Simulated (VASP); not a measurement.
AlN:

```xyz
4
Lattice="3.1067 0.0000 0.0000 -1.5533 2.6905 0.0000 0.0000 0.0000 4.9786" Properties=species:S:1:pos:R:3 pbc="T T T"
Al    0.0000    1.7937   -0.0040
Al    1.5533    0.8968    2.4853
N     0.0000    1.7937    1.8958
N     1.5533    0.8968    4.3851
```

Base run:

- Program: VASP 6.6.1
- Functional: PBE
- Potentials or basis: VASP PAW PBE potentials, release 64 (Al, N)
- Cutoff: 520 eV
- k mesh: 9 × 9 × 4
- Occupations: gaussian, width 0.01 eV
- Spin: no spin polarisation

Its results: band gap on the k mesh 4.24 eV, direct; pressure 4.4 GPa; largest force 0.009 eV/Å.

Task: The run is repeated on the same cell with these changes: functional from PBE to r2SCAN; further incar settings from ALGO = Normal; EDIFF = 1e-06; NBANDS = 16 to ALGO = Normal; EDIFF = 1e-07; NBANDS = 16. What comes out?

Result: Band gap on the k mesh 4.92 eV, direct; pressure -0.4 GPa; largest force 0.003 eV/Å.

Caveats: the PAW data sets were made with another functional, which shifts forces and pressure a little (some runs).

